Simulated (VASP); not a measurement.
Write the native input for VASP 6.6.1 that does the following.

| Quantity | Value |
| --- | --- |
| Task | relaxation of cell and atoms |
| Functional | PBEsol |
| Potentials or basis | VASP PAW PBE potentials, release 64 (Zr_sv) |
| Cutoff | 600 eV |
| k mesh | 17 × 17 × 9 |
| Occupations | methfessel-paxton, width 0.05 eV |
| Spin | no spin polarisation |
| Dipole correction | no |
| Further INCAR settings | ALGO = Normal; EDIFF = 1e-06; IBRION = 2; EDIFFG = -0.02; NSW = 80; ISIF = 3 |

The structure of Zr lies in POSCAR:

```
Zr
1.0
    3.2320000000      0.0000000000      0.0000000000
   -1.6160000000      2.7989900000      0.0000000000
    0.0000000000      0.0000000000      5.1470000000
Zr
2
Direct
    0.3333333333      0.6666666667      0.2500000000
    0.6666666667      0.3333333333      0.7500000000
```

These files were run (other wordings do the same):

INCAR

```
SYSTEM = Zr
ALGO = Normal ; EDIFF = 1E-6
EDIFFG = -0.02 ; ENCUT = 600
GGA = PS ; IBRION = 2
ISIF = 3 ; ISMEAR = 1
LASPH = .True. ; LCHARG = .False.
LREAL = .False. ; LWAVE = .False.
NELM = 100 ; NSW = 80
PREC = Accurate ; SIGMA = 0.05
```

KPOINTS

```
k-points
0
Gamma
  17 17 9
  0 0 0
```

Potentials or basis: VASP PAW PBE potentials, release 64 (Zr_sv).

Launch:

```bash
$ cat potpaw_PBE.64/Zr_sv/POTCAR > POTCAR
$ mpirun -np 1 vasp_std > vasp.out
```

It gave:

```
Relaxed volume                         : 22.47 Å³/atom
Relaxed cell                           : a = 3.185 Å, b = 3.185 Å, c = 5.115 Å, α = 90.00°, β = 90.00°, γ = 120.00°
Space group after relaxing (to 0.05 Å) : P6_3/mmc (No. 194)
Energy gained by relaxing              : 8.4 meV/atom
Ionic steps                            : 6
Pressure after relaxing                : 0.0 GPa
Band gap on the k mesh                 : zero (band 12 reaches 10.24 eV, above the bottom of band 13 at 9.04 eV)
```

Caveat: the PAW data sets were made with another functional, which shifts forces and pressure a little.

It took 19 min on 1 thread of AMD EPYC 7R13 (shared host), peak memory 0.25 GiB.
